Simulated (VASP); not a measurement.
# CoO (R-3m) in VASP: further runs

CoO is run at these levels: r2SCAN, PBE; tasks: single point.

Everything below comes from runs of VASP 6.6.1. Logs are shortened: lines on timing, memory, paths and dates and some standing lists are left out, and cuts for length are marked.

## 1. The cell of the first run

Symmetry: R-3m, No. 166, trigonal system. Conventional cell: a = 2.991 Å, b = 2.991 Å, c = 7.271 Å, α = 90.00°, β = 90.00°, γ = 120.00°. Co (site symmetry -3m) has 6 O at 2.11 Å within 2.8 Å. O (site symmetry -3m) has 6 Co at 2.11 Å within 2.8 Å.

## 2. Single point, r2SCAN, collinear spin, ferromagnetic start

Input file POSCAR:

```
CoO
1.0
    1.4953654176      0.8633496264      2.4235510644
   -1.4953654176      0.8633496264      2.4235510644
    0.0000000000     -1.7266992528      2.4235510644
Co O
1 1
Direct
    0.0000000000      0.0000000000      0.0000000000
    0.5000000000      0.5000000000      0.5000000000
```

Input file INCAR.step1:

```
SYSTEM = CoO
PREC = Accurate ; ENCUT = 520
ISMEAR = -1 ; SIGMA = 0.05
LREAL = .False. ; LASPH = .True.
NELM = 150 ; ISPIN = 2
MAGMOM = 2 0 ; LMAXMIX = 4
NBANDS = 18 ; GGA = PE
ALGO = Normal ; EDIFF = 1E-4
LWAVE = .True. ; LCHARG = .False.
```

Input file INCAR.step2:

```
SYSTEM = CoO
PREC = Accurate ; ENCUT = 520
EDIFF = 1E-6 ; ISMEAR = -1
SIGMA = 0.05 ; LREAL = .False.
LASPH = .True. ; NELM = 150
ALGO = Normal ; ISIF = 2
LWAVE = .False. ; LCHARG = .True.
ISPIN = 2 ; MAGMOM = 2 0
LORBIT = 11 ; LMAXMIX = 4
METAGGA = R2SCAN ; LMIXTAU = .True.
LELF = .True. ; LVHAR = .True.
NBANDS = 18 ; ISTART = 1
```

Input file KPOINTS:

```
Automatic mesh
0
Gamma
  11 11 11
  0 0 0
```

Potentials or basis: VASP PAW PBE potentials, release 64 (Co, O).

Command:

```sh
$ cat potpaw_PBE.64/Co/POTCAR potpaw_PBE.64/O/POTCAR > POTCAR
$ cp INCAR.step1 INCAR
$ mpirun -np 1 vasp_std > vasp.out
$ cp INCAR.step2 INCAR
$ mpirun -np 1 vasp_std > vasp.out
```

OUTCAR:

```text
SYSTEM = CoO
   PREC = Accurate
   ENCUT = 520
   EDIFF = 1E-6
   ISMEAR = -1
   LREAL = .False.
   LASPH = .True.
   NELM = 150
   ISIF = 2
   ISPIN = 2
   LORBIT = 11
   METAGGA = R2SCAN
   ISTART = 1

 ion  position               nearest neighbor table
   1  0.000  0.000  0.000-   2 2.11   2 2.11   2 2.11   2 2.11   2 2.11   2 2.11
   2  0.500  0.500  0.500-   1 2.11   1 2.11   1 2.11   1 2.11   1 2.11   1 2.11

  LATTYP: Found a trigonal (rhomboedric) cell.
 ALAT       =     2.9757503375
 COS(alpha) =     0.4949531368

  Lattice vectors:

 A1 = (   1.4953654176,   0.8633496264,   2.4235510644)
 A2 = (  -1.4953654176,   0.8633496264,   2.4235510644)
 A3 = (   0.0000000000,  -1.7266992528,   2.4235510644)

Analysis of symmetry for initial positions (statically):
=====================================================================
 Subroutine PRICEL returns:
 Original cell was already a primitive cell.

 Routine SETGRP: Setting up the symmetry group for a
 trigonal (rhombohedral) supercell.

 Subroutine GETGRP returns: Found 12 space group operations
 (whereof 12 operations were pure point group operations)
 out of a pool of 12 trial point group operations.

The static configuration has the point symmetry D_3d.

Analysis of symmetry for dynamics (positions and initial velocities):
=====================================================================
 Subroutine PRICEL returns:
 Original cell was already a primitive cell.

 Routine SETGRP: Setting up the symmetry group for a
 trigonal (rhombohedral) supercell.

 Subroutine GETGRP returns: Found 12 space group operations
 (whereof 12 operations were pure point group operations)
 out of a pool of 12 trial point group operations.

The dynamic configuration has the point symmetry D_3d.

Analysis of structural, dynamic, and magnetic symmetry:
=====================================================================
 Subroutine PRICEL returns:
 Original cell was already a primitive cell.

 Routine SETGRP: Setting up the symmetry group for a
 trigonal (rhombohedral) supercell.

 Subroutine GETGRP returns: Found 12 space group operations
 (whereof 12 operations were pure point group operations)
 out of a pool of 12 trial point group operations.

The overall configuration has the point symmetry D_3d.

 Subroutine INISYM returns: Found 12 space group operations
 (whereof 12 operations are pure point group operations),
 and found     1 'primitive' translations

----------------------------------------------------------------------------------------

                                     Primitive cell

  volume of cell :      18.7732

  direct lattice vectors                    reciprocal lattice vectors
     1.495365418  0.863349626  2.423551064     0.334366433  0.193046550  0.137539224
    -1.495365418  0.863349626  2.423551064    -0.334366433  0.193046550  0.137539224
     0.000000000 -1.726699253  2.423551064     0.000000000 -0.386093100  0.137539224

  length of vectors
     2.975750338  2.975750338  2.975750338     0.409859634  0.409859634  0.409859634

  position of ions in fractional coordinates (direct lattice)
     0.000000000  0.000000000  0.000000000
     0.500000000  0.500000000  0.500000000

  ion indices of the primitive-cell ions
   primitive index   ion index
                 1           1
                 2           2

----------------------------------------------------------------------------------------

 KPOINTS: Automatic mesh

Automatic generation of k-mesh.
 Grid dimensions read from file:
 generate k-points for:   11   11   11

 Generating k-lattice:

  Cartesian coordinates                     Fractional coordinates (reciprocal lattice)
     0.030396948  0.017549686  0.012503566     0.090909091  0.000000000  0.000000000
    -0.030396948  0.017549686  0.012503566     0.000000000  0.090909091  0.000000000
     0.000000000 -0.035099373  0.012503566     0.000000000  0.000000000  0.090909091

  Length of vectors
     0.037259967  0.037259967  0.037259967

  Shift w.r.t. Gamma in fractional coordinates (k-lattice)
     0.000000000  0.000000000  0.000000000

 Subroutine IBZKPT returns following result:
 ===========================================

 Found    146 irreducible k-points:

 Following reciprocal coordinates:
            Coordinates               Weight
  0.000000  0.000000  0.000000      1.000000
  0.090909 -0.000000 -0.000000      6.000000
  0.181818 -0.000000  0.000000      6.000000
  0.272727  0.000000  0.000000      6.000000
  0.363636 -0.000000  0.000000      6.000000
  0.454545  0.000000  0.000000      6.000000
[... 16 lines left out ...]
 -0.272727  0.181818  0.000000     12.000000
 -0.181818  0.181818  0.000000      6.000000
 [... further k-points ...]
   k-points           NKPTS =    146   k-points in BZ     NKDIM =    146   number of bands    NBANDS=     18
   number of dos      NEDOS =    301   number of ions     NIONS =      2
   total plane-waves  NPLWV =  13824
   dimension x,y,z NGX =    24 NGY =   24 NGZ =   24
   dimension x,y,z NGXF=    48 NGYF=   48 NGZF=   48
   ions per type =               1   1
   NGX,Y,Z   is equivalent  to a cutoff of  13.41, 13.41, 13.41 a.u.
   NGXF,Y,Z  is equivalent  to a cutoff of  26.82, 26.82, 26.82 a.u.
 SYSTEM =  CoO
   PREC   = accura    normal or accurate (medium, high low for compatibility)
   ISTART =      1    job   : 0-new  1-cont  2-samecut
   ICHARG =      0    charge: 1-file 2-atom 10-const
   ISPIN  =      2    spin polarized calculation?
   LNONCOLLINEAR =      F non collinear calculations
   LSORBIT =      F    spin-orbit coupling
   LASPH  =      T    aspherical Exc in radial PAW
   ENCUT  =  520.0 eV  38.22 Ry    6.18 a.u.   5.53  5.53  5.53*2*pi/ulx,y,z
   NELM   =    150;   NELMIN=  2; NELMDL=  0     # of ELM steps
   EDIFF  = 0.1E-05   stopping-criterion for ELM
   LREAL  =      F    real-space projection
   EDIFFG = 0.1E-04   stopping-criterion for IOM
   NSW    =      0    number of steps for IOM
   IBRION =     -1    ionic relax: 0-MD 1-quasi-New 2-CG
   NFREE  =      0    steps in history (QN), initial steepest desc. (CG)
   ISIF   =      2    stress and relaxation
   ISYM   =      2    0-nonsym 1-usesym 2-fastsym
   POTIM  = 0.5000    time-step for ionic-motion
   TEBEG  =    0.0;   TEEND  =   0.0 temperature during run
   PSTRESS=    0.0 pullay stress
   NELECT =      15.0000    total number of electrons
   NUPDOWN=      -1.0000    fix difference up-down
   EMIN   =  10.00;   EMAX   =-10.00  energy-range for DOS
   EFERMI =   0.00;   METHOD = LEGACY
   ISMEAR =    -1;   SIGMA  =   0.05  broadening in eV -4-tet -1-fermi 0-gaus
   EFERMI_NEDOS =   21; number of points for ismear=-14 and -15
   IALGO  =     38    algorithm
   IMIX   =      4    mixing-type and parameters
     AMIX     =   0.40;   BMIX     =  1.00
     AMIX_MAG =   1.60;   BMIX_MAG =  1.00
  volume/ion in A,a.u.               =       9.39        63.34
  Fermi-wavevector in a.u.,A,eV,Ry     =   1.519122  2.870725 31.398611  2.307733
  Thomas-Fermi vector in A             =   2.628151
   LORBIT       =     11    0 simple, 1 ext, 2 COOP (PROOUT), +10 PAW based schemes
   METAGGA = R2SCAN    functional components
   LHFCALC =     F    Hartree Fock is set to
   AEXX    =    0.0000 exact exchange contribution
   IVDW    =     0    specifies the selected vdW correction
   LEPSILON=     F    determine dielectric tensor
   LRPA    =     F    only Hartree local field effects (RPA)
 spin polarized calculation
  energy-cutoff  :      520.00
  volume of cell :       18.77
 maximum number of plane-waves:       531
 NGX is ok and might be reduce to    24
   NGX = 11   NGY = 11   NGZ = 11

 number of electron      15.0000001 magnetization       2.9999288

 Free energy of the ion-electron system (eV)
  ---------------------------------------------------
  ext. energy  EPLUGINS =         0.00000000
  ---------------------------------------------------
  free energy    TOTEN  =       -21.10843060 eV

  energy without entropy =      -21.08915152  energy(sigma->0) =      -21.09879106

 E-fermi :   8.2610     XC(G=0): -13.2745

 val. band max:        8.2583205697   @ k =  -0.2727   0.1818   0.0909
 cond. band min:       8.2654105794   @ k =  -0.4545   0.3636   0.3636
 fundamental gap:      0.0070900097
 Fermi energy:         8.2609777732

 spin component 1

 k-point     1 :       0.0000    0.0000    0.0000
  band No.  band energies     occupation
      1     -13.3359      1.00000
      2       4.1835      1.00000
      3       4.1835      1.00000
      4       4.3242      1.00000
      5       4.3242      1.00000
      6       4.7526      1.00000
[... 10 lines left out ...]
     17      31.3226      0.00000
     18      34.1996      0.00000

 k-point     2 :       0.0909   -0.0000   -0.0000
  band No.  band energies     occupation
      1     -13.2492      1.00000
      2       3.5553      1.00000
      3       3.6171      1.00000
      4       3.7087      1.00000
      5       4.3756      1.00000
      6       4.7559      1.00000
[... 10 lines left out ...]
     17      32.0052      0.00000
     18      35.6700      0.00000

 k-point     3 :       0.1818   -0.0000    0.0000
  band No.  band energies     occupation
      1     -13.0079      1.00000
      2       2.4822      1.00000
      3       2.8042      1.00000
      4       2.8817      1.00000
      5       4.5209      1.00000
      6       4.8942      1.00000
[... 412 lines left out ...]
 k-point    23 :      -0.2727    0.1818    0.0000
  band No.  band energies     occupation
      1     -12.3091      1.00000
      2       0.4960      1.00000
      3       1.7301      1.00000
      4       2.1587      1.00000
      5       4.8576      1.00000
      6       5.2263      1.00000
[... 10 lines left out ...]
     17      37.0901      0.00000
     18      38.8310      0.00000

 k-point    24 :      -0.1818    0.1818    0.0000
  band No.  band energies     occupation
      1     -12.5870      1.00000
      2       1.0653      1.00000
      3       1.9785      1.00000
      4       2.6742      1.00000
      5       4.7355      1.00000
      6       5.0896      1.00000
[... 10 lines left out ...]
     17      37.2101      0.00000
     18      38.8391      0.00000

 [... further k-points ...]

 spin component 2

 k-point     1 :       0.0000    0.0000    0.0000
  band No.  band energies     occupation
      1     -12.7731      1.00000
      2       5.4936      1.00000
      3       5.4936      1.00000
      4       5.5253      1.00000
      5       6.6572      1.00000
      6       7.2623      1.00000
[... 10 lines left out ...]
     17      32.4611      0.00000
     18      35.4627      0.00000

 k-point     2 :       0.0909   -0.0000   -0.0000
  band No.  band energies     occupation
      1     -12.6816      1.00000
      2       4.7722      1.00000
      3       5.2229      1.00000
      4       5.2404      1.00000
      5       6.7987      1.00000
      6       7.3441      1.00000
[... 10 lines left out ...]
     17      33.2071      0.00000
     18      36.9882      0.00000

 k-point     3 :       0.1818   -0.0000    0.0000
  band No.  band energies     occupation
      1     -12.4263      1.00000
      2       3.3979      1.00000
      3       4.6390      1.00000
      4       4.6986      1.00000
      5       7.0455      1.00000
      6       7.5480      1.00000
[... 412 lines left out ...]
 k-point    23 :      -0.2727    0.1818    0.0000
  band No.  band energies     occupation
      1     -11.6738      1.00000
      2       1.3931      1.00000
      3       3.3138      1.00000
      4       3.6760      1.00000
      5       7.3845      1.00000
      6       8.2055      0.75208
[... 10 lines left out ...]
     17      37.9404      0.00000
     18      40.2053      0.00000

 k-point    24 :      -0.1818    0.1818    0.0000
  band No.  band energies     occupation
      1     -11.9753      1.00000
      2       2.0696      1.00000
      3       3.8054      1.00000
      4       3.9843      1.00000
      5       7.1840      1.00000
      6       8.1083      0.95497
[... 10 lines left out ...]
     17      38.2896      0.00000
     18      40.0687      0.00000

 [... further k-points ...]
[... 5 lines left out ...]
  --------------------------------------------------------------------------------------
  -------------------------------------------------------------------------------------
  Total        0.0859809      0.0859809     -0.1206590      0.0000000     -0.0000000     -0.0000000
  in kB        7.3379537      7.3379537    -10.2975259      0.0000000     -0.0000000     -0.0000000
  external PRESSURE =       1.4594605 kB  Pullay stress =       0.0000000 kB

 VOLUME and BASIS-vectors are now :
 -----------------------------------------------------------------------------
  energy-cutoff  :      520.00
  volume of cell :       18.77
      direct lattice vectors                 reciprocal lattice vectors
     1.495365418  0.863349626  2.423551064     0.334366433  0.193046550  0.137539224
    -1.495365418  0.863349626  2.423551064    -0.334366433  0.193046550  0.137539224
     0.000000000 -1.726699253  2.423551064     0.000000000 -0.386093100  0.137539224

 POSITION                                       TOTAL-FORCE (eV/Angst)
 -----------------------------------------------------------------------------------
      0.00000      0.00000      0.00000        -0.000000      0.000000      0.000000
      0.00000      0.00000      3.63533         0.000000      0.000000     -0.000000
 -----------------------------------------------------------------------------------
    total drift:                               -0.000000      0.000000     -0.000000

  FREE ENERGIE OF THE ION-ELECTRON SYSTEM (eV)
  ---------------------------------------------------
  free  energy   TOTEN  =       -21.1084305998 eV

  energy  without entropy=      -21.0891515235  energy(sigma->0) =      -21.09879106

 total charge

# of ion       s       p       d       tot
------------------------------------------
    1        0.305   0.386   7.125   7.816
    2        1.557   3.491   0.000   5.048
--------------------------------------------------
tot          1.862   3.878   7.125  12.864

 magnetization (x)

# of ion       s       p       d       tot
------------------------------------------
    1        0.024   0.021   2.643   2.687
    2        0.029   0.263   0.000   0.292
--------------------------------------------------
tot          0.054   0.283   2.643   2.980
```

Wall time 9.9 min (1 thread of Intel Xeon 8259CL, shared host); peak memory 0.22 GiB.

Results:

```
Free energy                                           : -21.1084 eV
Pressure                                              : 0.1 GPa
Band gap on the k mesh                                : zero (filled and empty bands overlap)
Net moment                                            : 3.00 μB per cell
Site moments                                          : Co +2.69; O +0.29 μB
Valence electrons inside the program's atomic spheres : Co 7.82; O 5.05
```

Levels at points of the mesh, in eV from the Fermi level:
Spin up:
```tsv
k point	band 6	band 7	band 8	band 9	band 10	band 11	band 12	band 13
(0.00, 0.00, 0.00)	-3.51	-3.51	-3.43	-3.23	1.47	17.57	18.68	18.68
```
Spin down:
```csv
k point,band 2,band 3,band 4,band 5,band 6,band 7,band 8,band 9,band 10,band 11
"(0.00, 0.00, 0.00)",-2.77,-2.77,-2.74,-1.60,-1.00,-1.00,0.98,0.98,2.29,17.87
```

Caveat: the PAW data sets were made with another functional, which shifts forces and pressure a little; a cell with one magnetic atom can't hold antiferromagnetic order, which such compounds often take; semilocal functionals often make such compounds metallic where correlation or magnetic order opens a gap, which also shifts bond lengths.

## 3. Single point, PBE, collinear spin, ferromagnetic start

This run uses another cell than the first one, of 9.58 Å³/atom, 1.020 times its volume.

Input file INCAR:

```
SYSTEM = CoO
PREC = Accurate
ENCUT = 600
EDIFF = 1E-6
ISMEAR = -1
SIGMA = 0.05
LREAL = .FALSE.
LASPH = .TRUE.
NELM = 200
ALGO = Normal
ISIF = 2
LWAVE = .FALSE.
LCHARG = .FALSE.
ISPIN = 2
MAGMOM = 4 0
LORBIT = 11
NUPDOWN = 4.0
LMAXMIX = 4
GGA = PE
NBANDS = 22
GGA_COMPAT = .FALSE.
```

Input file KPOINTS:

```
regular mesh
0
G
  9 9 9
  0 0 0
```

Input file POSCAR:

```
CoO
1.0
    1.5054695445      0.8691832468      2.4399269062
   -1.5054695445      0.8691832468      2.4399269062
    0.0000000000     -1.7383664936      2.4399269062
Co O
1 1
Direct
    0.0000000000      0.0000000000      0.0000000000
    0.5000000000      0.5000000000      0.5000000000
```

Potentials or basis: VASP PAW PBE potentials, release 64 (Co_sv, O).

Command:

```sh
$ cat potpaw_PBE.64/Co_sv/POTCAR potpaw_PBE.64/O/POTCAR > POTCAR
$ mpirun -np 1 vasp_std > vasp.out
```

It took 36 s on 1 thread of Intel Xeon 6975P-C (Granite Rapids), shared host; peak memory 0.19 GiB.

The run converged. Its results:

- Free energy: -10.5488 eV
- Pressure: 22.6 GPa
- Net moment: 4.00 μB per cell
- Site moments: Co +2.96; O +0.64 μB
- Valence electrons inside the program's atomic spheres: Co 14.74; O 4.97

Stress tensor (GPa, compression positive):
```
22.73  0.00  0.00
 0.00 22.73  0.00
 0.00  0.00 22.24
```

Caveat: the total moment is fixed, so each spin has its own Fermi level; a cell with one magnetic atom can't hold antiferromagnetic order, which such compounds often take.

## 4. Single point, PBE, collinear spin, ferromagnetic start

This run uses another cell than the first one, of 9.58 Å³/atom, 1.020 times its volume.

Input file INCAR:

```
ALGO = Normal ; EDIFF = 1E-7
ENCUT = 520 ; GGA = PE
ISIF = 2 ; ISMEAR = -1
ISPIN = 2 ; LASPH = T
LCHARG = F ; LMAXMIX = 4
LORBIT = 11 ; LREAL = F
LWAVE = F ; MAGMOM = 3.5 0
NBANDS = 18 ; NELM = 150
PREC = Accurate ; SIGMA = 0.05
```

Input file KPOINTS:

```
k-points
0
Gamma
  11 11 11
```

POSCAR is that of step 3.

Potentials or basis: VASP PAW PBE potentials, release 64 (Co, O).

Command:

```sh
$ cat potpaw_PBE.64/Co/POTCAR potpaw_PBE.64/O/POTCAR > POTCAR
$ mpirun -np 1 vasp_std > vasp.out
```

Wall time 2.3 min (1 thread of AMD EPYC 7R43 (Zen 3), shared host); peak memory 0.17 GiB.

Results (log left out):

| Item | Value |
| --- | --- |
| Free energy | -13.0642 eV |
| Pressure | -0.6 GPa |
| Net moment | 2.87 μB per cell |
| Site moments | Co +2.54; O +0.29 μB |
| Valence electrons inside the program's atomic spheres | Co 7.81; O 4.98 |

Stress tensor (GPa, compression positive):
```
-0.49  0.00  0.00
 0.00 -0.49  0.00
 0.00  0.00 -0.89
```

Levels at points of the mesh, in eV from the Fermi level:
Spin up:
| k point | band 6 | band 7 | band 8 | band 9 | band 10 | band 11 | band 12 | band 13 |
| --- | --- | --- | --- | --- | --- | --- | --- | --- |
| (0.00, 0.00, 0.00) | -3.12 | -3.07 | -3.07 | -3.02 | 1.05 | 16.89 | 18.14 | 18.14 |
Spin down:
```tsv
k point	band 2	band 3	band 4	band 5	band 6	band 7	band 8	band 9	band 10	band 11
(0.00, 0.00, 0.00)	-2.62	-2.62	-2.57	-1.12	-1.12	-1.10	0.06	0.06	1.58	16.80
```

Caveat: a cell with one magnetic atom can't hold antiferromagnetic order, which such compounds often take; semilocal functionals often make such compounds metallic where correlation or magnetic order opens a gap, which also shifts bond lengths. With open d or f shells a metallic result of PBE can be an artefact of self-interaction; +U or a hybrid may open a gap.

(Continued in part 2 of 2.)
